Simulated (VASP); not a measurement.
Here is a VASP 6.6.1 calculation.

File INCAR:

```
ALGO = Normal
EDIFF = 1E-7
ENCUT = 520
GGA = PE
ISIF = 2
ISMEAR = 0
LASPH = True
LCHARG = False
LREAL = False
LWAVE = False
NBANDS = 28
NELM = 60
PREC = Accurate
SIGMA = 0.05
```

KPOINTS

```
k-points
0
Gamma
  8 8 8
```

POSCAR

```
SrTiO3
1.0
    4.0544956752      0.0000000000      0.0000000000
    0.0000000000      4.0544956752      0.0000000000
    0.0000000000      0.0000000000      3.9364035682
Sr Ti O
1 1 3
Direct
    0.0000000000      0.0000000000      0.0000000000
    0.5000000000      0.5000000000      0.5000000000
    0.0000000000      0.5000000000      0.5000000000
    0.5000000000      0.0000000000      0.5000000000
    0.5000000000      0.5000000000      0.0000000000
```

Potentials or basis: VASP PAW PBE potentials, release 64 (Sr_sv, Ti_sv, O).

Command:

```console
$ cat potpaw_PBE.64/Sr_sv/POTCAR potpaw_PBE.64/Ti_sv/POTCAR potpaw_PBE.64/O/POTCAR > POTCAR
$ mpirun -np 1 vasp_std > vasp.out
```

(1) What does it give for the band gap on the k mesh?

(2) Predict the pressure.

## Answers

(1) 1.65 eV (least direct gap 2.05 eV).

(2) -8.1 GPa.

Caveat: the cell differs from its parent crystal (strain +0.030 along x and y, +0.000 along z); the cell stands under tension.
